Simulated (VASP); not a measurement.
CdS, 2 atoms in the cell. It takes space group F-43m (No. 216, cubic). The conventional cell has a = 5.886 Å, b = 5.886 Å, c = 5.886 Å, α = 90.00°, β = 90.00°, γ = 90.00°. Cd (site symmetry -43m) has 4 S at 2.55 Å within 3.4 Å. Within 3.4 Å of S (site symmetry -43m) lie 4 Cd at 2.55 Å. 

```yaml
Program: VASP 6.6.1
Task: single point
Functional: PBE
Potentials_or_basis: VASP PAW PBE potentials, release 64 (Cd, S)
Cutoff: 520 eV
k_mesh: 4 × 4 × 4
Occupations: gaussian, width 0.1 eV
Spin: no spin polarisation
Hubbard_terms: Cd d U = 1.3 eV
Dipole_correction: no
Further_INCAR_settings: ALGO = Normal; EDIFF = 1e-06; NBANDS = 16
```

Potentials or basis: VASP PAW PBE potentials, release 64 (Cd, S).

The run is started by

```bash
$ cat potpaw_PBE.64/Cd/POTCAR potpaw_PBE.64/S/POTCAR > POTCAR
$ mpirun -np 1 vasp_std > vasp.out
```

Hardware: 1 thread of AMD EPYC 7R43 64-Core Processor (Zen 3), on a shared host.

How long does it take, and how much memory?

Wall time 8.5 s on 1 thread of AMD EPYC 7R43 64-Core Processor (Zen 3), with other jobs on the host, peak memory 0.14 GiB. Counts: scf iterations 14, k points 8.
